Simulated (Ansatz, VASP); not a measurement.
# MgO: VASP beside Ansatz

INCAR

```
SYSTEM = MgO
PREC = Accurate
ENCUT = 1340
EDIFF = 1E-7
ISMEAR = 0
SIGMA = 0.1
LREAL = .FALSE.
LASPH = .TRUE.
NELM = 120
ALGO = Normal
ISIF = 3
LWAVE = .FALSE.
LCHARG = .FALSE.
GGA = PE
IBRION = 2
NSW = 90
EDIFFG = -0.04
GGA_COMPAT = .FALSE.
NELMIN = 4
```

Contents of KPOINTS:

```
Automatic mesh
0
G
  6 6 6
  0 0 0
```

The input POSCAR:

```
MgO
1.0
    0.0000000000      3.5539112877      2.9547124076
    2.0379140627      0.0000000000      2.9547124076
    2.0379140627      3.5539112877      0.0000000000
Mg O
2 2
Direct
    0.2079371506      0.7079371506      0.2920628494
    0.7079371506      0.2079371506      0.7920628494
    0.1666666667      0.5000000000      0.8333333333
    0.5000000000      0.1666666667      0.5000000000
```

Input for Ansatz:

```yaml
crystal:
  lattice:
    - [0.0, 3.5539112877, 2.9547124076]
    - [2.0379140627, 0.0, 2.9547124076]
    - [2.0379140627, 3.5539112877, 0.0]
  atoms:
    - { symbol: Mg, position: [0.2079371506, 0.7079371506, 0.2920628494] }
    - { symbol: Mg, position: [0.7079371506, 0.2079371506, 0.7920628494] }
    - { symbol: O, position: [0.1666666667, 0.5, 0.8333333333] }
    - { symbol: O, position: [0.5, 0.1666666667, 0.5] }
basis:
  ecutwfc: 420
kpoints:
  mp_grid: { grid: [6, 6, 6] }
hamiltonian:
  xc: pbe
scf:
  occupations: { method: gaussian, width: 0.1 }
  lower_state_search: "off"
output:
  forces: true
  stress: true
  eigenvalues: true
relax:
  adjacent_minimum: "off"
  f_tol: 0.04
  max_steps: 70
  cell: { stress_tol: 0.4 }
```

Alike in both runs: task relaxation of cell and atoms; functional PBE; k mesh 6 × 6 × 6; occupations gaussian, width 0.1 eV; no spin polarisation.

|  | VASP | Ansatz |
| --- | --- | --- |
| version | VASP 6.6.1 | Ansatz 0.2.0 |
| potentials or method | VASP PAW PBE potentials, release 64 (Mg_sv, O_h), cutoff 1340 eV | scalar-relativistic, plane waves, PAW |
| valence electrons in the cell | 32 | 32 |

```csv
,VASP,Ansatz,Ansatz less VASP
"gap on the k mesh at the Fermi level, each at its own relaxed structure (eV)",1.86,2.12,+0.268
relaxed volume (Å³/atom),15.39,18.15,+2.760
relaxed length of the cell vector where the two differ most in proportion (Å),4.783,5.347,+0.5640
```

One of these differences is far larger than is usual between the two programs; its cause wasn't traced.

Noted on VASP's run: the volume moved by over 15 % at a fixed basis, so the end points are rough.
